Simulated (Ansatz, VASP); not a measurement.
## Fe: VASP beside Ansatz

Contents of POSCAR:

```
Fe
1.0
    2.5393088645      0.0000000000      0.0000000000
   -1.2696544323      2.1991059847      0.0000000000
    0.0000000000      0.0000000000      4.3814745895
Fe
2
Direct
    0.3333333333      0.6666666667      0.2500000000
    0.6666666667      0.3333333333      0.7500000000
```

The input INCAR.step1:

```
PREC = Accurate ; ENCUT = 660
ISMEAR = -1 ; SIGMA = 0.1
LREAL = F ; LASPH = T
NELM = 200 ; ISPIN = 2
MAGMOM = 2.896 2.896 ; LMAXMIX = 4
NBANDS = 19 ; GGA = PE
ALGO = Normal ; EDIFF = 1E-5
LWAVE = T ; LCHARG = F
GGA_COMPAT = F
```

The input INCAR.step2:

```
PREC = Accurate ; ENCUT = 660
EDIFF = 1E-6 ; ISMEAR = -1
SIGMA = 0.1 ; LREAL = F
LASPH = T ; NELM = 200
ALGO = Normal ; ISIF = 2
LWAVE = F ; LCHARG = F
ISPIN = 2 ; MAGMOM = 2.896 2.896
LORBIT = 11 ; LMAXMIX = 4
METAGGA = R2SCAN ; LMIXTAU = T
NBANDS = 19 ; ISTART = 1
GGA_COMPAT = F
```

Contents of KPOINTS:

```
regular mesh
0
Gamma
  7 7 4
```

Input for Ansatz:

```yaml
crystal:
  lattice:
    - [2.5393088645, 0.0, 0.0]
    - [-1.2696544323, 2.1991059847, 0.0]
    - [0.0, 0.0, 4.3814745895]
  atoms:
    - { symbol: Fe, position: [0.3333333333, 0.6666666667, 0.25], spin: 2.896 }
    - { symbol: Fe, position: [0.6666666667, 0.3333333333, 0.75], spin: 2.896 }
hamiltonian:
  xc: r2scan
  pseudopotentials:
    kind: paw
    azcp:
      Fe: "pseudopotentials/Fe.paw.azcp"
basis:
  ecutwfc: 500
  fft_grid_basis: typed
kpoints:
  mp_grid: { grid: [7, 7, 4], shift: [0, 0, 0] }
magnetization:
  spin_polarized: true
scf:
  occupations: { method: fermi_dirac, width: 0.1 }
```

Alike in both runs: task single point; functional r2SCAN; k mesh 7 × 7 × 4; occupations fermi-dirac, width 0.1 eV; collinear spin.

|  | VASP | Ansatz |
| --- | --- | --- |
| version | VASP 6.6.1 | Ansatz 0.2.0 |
| potentials or method | VASP PAW PBE potentials, release 64 (Fe), cutoff 660 eV | plane waves (500 eV) with PAW, scalar-relativistic |
| valence electrons in the cell | 16 | 32 |

VASP gave:

- net moment per atom (μB): 2.83
- size of the moment on the site where the two differ most (μB): 2.87

Q: Which values does Ansatz return?

A: net moment per atom (μB): 2.84; size of the moment on the site where the two differ most (μB): 2.93.

VASP's potentials were made for PBE, not for r2SCAN. Site moments also hang on the region over which each program counts them. The functional is the same, so the differences come from potentials, cutoffs and numerics. VASP's potentials hold 16 valence electrons a cell and Ansatz's 32, so a difference there can come from the potentials and not from the codes. Ansatz's warnings: stability check not made.

The k mesh is coarse, so the values compare programs but aren't converged.
